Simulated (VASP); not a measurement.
Runs of VASP 6.6.1 on KCl. The structure is that of space group Fm-3m (No. 225), or close to it. The cells are those of the table. 

```csv
cell,gap on the mesh (eV),pressure (GPa)
"a = 4.430, b = 4.430, c = 4.396 Å, angles 60.3, 60.3, 59.5°, 2 atoms",5.26,1.2
"a = 4.364, b = 4.364, c = 4.263 Å, angles 60.8, 60.8, 58.5°, 2 atoms",(a),2.9
"a = 4.397, b = 4.397, c = 4.329 Å, angles 60.5, 60.5, 59.0°, 2 atoms",(b),2.0
"a = 4.497, b = 4.497, c = 4.530 Å, angles 59.8, 59.8, 60.5°, 2 atoms",5.05,0.1
```

Alike in all rows: task single point; level PBE; potentials or basis VASP PAW PBE potentials, release 64 (K_sv, Cl); no spin polarisation; k mesh 6 × 6 × 6; cutoff (eV) 520; smearing gaussian 0.05 eV.

Q: Estimate the missing entries.

A: (a) 5.46; (b) 5.36.

